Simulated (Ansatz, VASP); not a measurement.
Si in VASP and in Ansatz

```
Si
1.0
    -0.01367    2.73492    2.73492
     2.73492   -0.01367    2.73492
     2.72124    2.72124    0.00000
Si
2
Direct
  0.00000 0.00000 0.00000
  0.25000 0.25000 0.25000
```

Change from the starting cell: xy shear strain of -1 %.

Alike in both runs: task single point; functional PBE; k mesh 13 × 13 × 13; occupations fermi-dirac, width 0.05 eV; no spin polarisation.

|  | VASP | Ansatz |
| --- | --- | --- |
| version | VASP 6.6.1 | Ansatz 0.2.0 |
| potentials or method | VASP PAW PBE potentials, release 64 (Si), cutoff 520 eV | all-electron LAPW, scalar-relativistic |

|  | VASP | Ansatz | Ansatz less VASP |
| --- | --- | --- | --- |
| pressure (GPa) | 0.0 | 0.0 | +0.05 |
| traceless stress, the component that is largest in VASP (GPa) | 0.99 | 0.99 | -0.003 |
| rms of the force components (eV/Å) | 0.052 | 0.052 | +0.0004 |

Atom by atom the forces differ by 0.000 eV/Å (rms over components). Ansatz ran all-electron here, and VASP with PAW potentials.
